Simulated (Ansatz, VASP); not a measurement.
This is a calculation of MgS for Ansatz 0.2.0.

Contents of input.yaml:

```yaml
crystal:
  lattice:
    - [4.00663679, 0.0, 0.0]
    - [2.003318395, 3.4698492439, 0.0]
    - [2.003318395, 1.1566164146, 3.2714052401]
  atoms:
    - { symbol: S, position: [0.25, 0.25, 0.25] }
    - { symbol: Mg, position: [0.0, 0.0, 0.0] }
hamiltonian:
  xc: pbe
  pseudopotentials: { kind: paw }
kpoints:
  mp_grid: { grid: [8, 8, 8] }
scf:
  occupations: { method: gaussian, width: 0.02 }
output:
  forces: true
  stress: true
  eigenvalues: true
```

Potentials or basis: Ansatz PAW.

Command:

```console
$ ansatz run input.yaml --threads 1 --pin off --max-ram 3584MiB --backend cpu --events-out ev --progress --plain --runs-dir out
```

**Question.** Translate it to VASP 6.6.1. Potentials there: VASP PAW PBE potentials, release 64 (S, Mg).

**Answer.** As run (the cutoff follows the program's own potentials):

INCAR

```
  PREC = Accurate
  ENCUT = 520
  EDIFF = 1E-7
  ISMEAR = 0
  SIGMA = 0.02
  LREAL = F
  LASPH = T
  NELM = 80
  ALGO = Normal
  ISIF = 2
  LWAVE = F
  LCHARG = T
  GGA = PE
  LELF = T
  LVHAR = T
  NBANDS = 11
```

Contents of KPOINTS:

```
regular mesh
0
Gamma
  8 8 8
```

File POSCAR:

```
MgS
1.0
    4.0066367900      0.0000000000      0.0000000000
    2.0033183950      3.4698492439      0.0000000000
    2.0033183950      1.1566164146      3.2714052401
S Mg
1 1
Direct
    0.2500000000      0.2500000000      0.2500000000
    0.0000000000      0.0000000000      0.0000000000
```

Potentials or basis: VASP PAW PBE potentials, release 64 (S, Mg).

Command:

```bash
$ cat potpaw_PBE.64/S/POTCAR potpaw_PBE.64/Mg/POTCAR > POTCAR
$ mpirun -np 1 vasp_std > vasp.out
```

Both were run:

|  | VASP | Ansatz | Ansatz less VASP |
| --- | --- | --- | --- |
| gap on the k mesh at the Fermi level (eV) | 3.45 | 3.45 | +0.008 |
| least direct gap on the mesh (eV) | 3.45 | 3.45 | +0.008 |
| pressure (GPa) | 0.8 | 0.9 | +0.15 |

VASP's potentials hold 8 valence electrons a cell and Ansatz's 16, so a difference there can come from the potentials and not from the codes.
